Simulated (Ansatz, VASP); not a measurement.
## SiO2 in VASP and in Ansatz

```
Si O
1.0
     4.14060    0.00000    0.00000
     0.00000    4.14060    0.00000
     0.00000    0.00000    2.85120
Si O
2 4
Direct
  0.50000 0.50000 0.50000
  0.00000 0.00000 0.00000
  0.69301 0.69301 0.00000
  0.19301 0.80699 0.50000
  0.30699 0.30699 0.00000
  0.80699 0.19301 0.50000
```

Alike in both runs: task single point; functional PBE; k mesh 6 × 6 × 8; occupations gaussian, width 0.05 eV; no spin polarisation.

|  | VASP | Ansatz |
| --- | --- | --- |
| version | VASP 6.6.1 | Ansatz 0.2.0 |
| potentials or method | VASP PAW PBE potentials, release 64 (Si, O), cutoff 520 eV | scalar-relativistic, plane waves, PAW |
| valence electrons in the cell | 32 | 32 |

VASP gave:

```
gap on the k mesh at the Fermi level (eV)                     : 4.46
least direct gap on the mesh (eV)                             : 4.46
pressure (GPa)                                                : -6.0
traceless stress, the component that is largest in VASP (GPa) : -21.00
rms of the force components (eV/Å)                            : 0.235
```

**Question.** Estimate Ansatz's values.

**Answer.** gap on the k mesh at the Fermi level (eV): 4.48; least direct gap on the mesh (eV): 4.48; pressure (GPa): -6.2; traceless stress, the component that is largest in VASP (GPa): -21.23; rms of the force components (eV/Å): 0.235.

Atom by atom the forces differ by 0.000 eV/Å (rms over components).
